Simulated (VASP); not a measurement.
Write the native input for VASP 6.6.1 that does the following.

```yaml
Task: single point
Functional: r2SCAN
Potentials_or_basis: VASP PAW PBE potentials, release 64 (C)
Cutoff: 660 eV
k_mesh: 10 × 10 × 10
Occupations: gaussian, width 0.01 eV
Spin: no spin polarisation
Dipole_correction: no
Further_INCAR_settings: ALGO = Normal; EDIFF = 1e-06; NBANDS = 11
```

C:

```
CELL_PARAMETERS angstrom
0.00000 1.76234 1.76234
1.76234 0.00000 1.76234
1.76234 1.76234 0.00000
ATOMIC_POSITIONS crystal
C 0.00000 0.00000 0.00000
C 0.25000 0.25000 0.25000
```

The input as run:

POSCAR

```
C
1.0
    0.0000000000      1.7623370986      1.7623370986
    1.7623370986      0.0000000000      1.7623370986
    1.7623370986      1.7623370986      0.0000000000
C
2
Direct
    0.0000000000      0.0000000000      0.0000000000
    0.2500000000      0.2500000000      0.2500000000
```

INCAR.step1

```
PREC     = Accurate       # precision mode
ENCUT    = 660            # plane-wave cutoff, eV
ISMEAR   = 0              # smearing method
SIGMA    = 0.01           # smearing width, eV
LREAL    = F              # projectors in reciprocal space
LASPH    = T              # aspherical terms in the spheres
NELM     = 120            # most SCF steps
NBANDS   = 11             # bands
GGA      = PE             # functional
ALGO     = Normal         # electronic algorithm
EDIFF    = 1E-5           # SCF threshold, eV
LWAVE    = T              # write WAVECAR
LCHARG   = F              # write CHGCAR
GGA_COMPAT= F
```

INCAR.step2

```
PREC     = Accurate       # precision mode
ENCUT    = 660            # plane-wave cutoff, eV
EDIFF    = 1E-6           # SCF threshold, eV
ISMEAR   = 0              # smearing method
SIGMA    = 0.01           # smearing width, eV
LREAL    = F              # projectors in reciprocal space
LASPH    = T              # aspherical terms in the spheres
NELM     = 120            # most SCF steps
ALGO     = Normal         # electronic algorithm
ISIF     = 2              # what is computed and relaxed
LWAVE    = F              # write WAVECAR
LCHARG   = T              # write CHGCAR
METAGGA  = R2SCAN         # meta-GGA
LMIXTAU  = T            
LELF     = T              # ELF
LVHAR    = T            
NBANDS   = 11             # bands
ISTART   = 1            
GGA_COMPAT= F
```

KPOINTS

```
Automatic mesh
0
Gamma
  10 10 10
```

Potentials or basis: VASP PAW PBE potentials, release 64 (C).

Run with:

```sh
$ cat potpaw_PBE.64/C/POTCAR > POTCAR
$ cp INCAR.step1 INCAR
$ mpirun -np 1 vasp_std > vasp.out
$ cp INCAR.step2 INCAR
$ mpirun -np 1 vasp_std > vasp.out
```

It gave:

The pressure is 14.6 GPa and the band gap on the k mesh is 4.45 eV (least direct gap 5.93 eV).

Caveat: the cell stands under pressure; the PAW data sets were made with another functional, which shifts forces and pressure a little.

It took 44 s on 1 thread of AMD EPYC 7R13 Processor (Zen 3), on a shared host, peak memory 0.1 GiB.
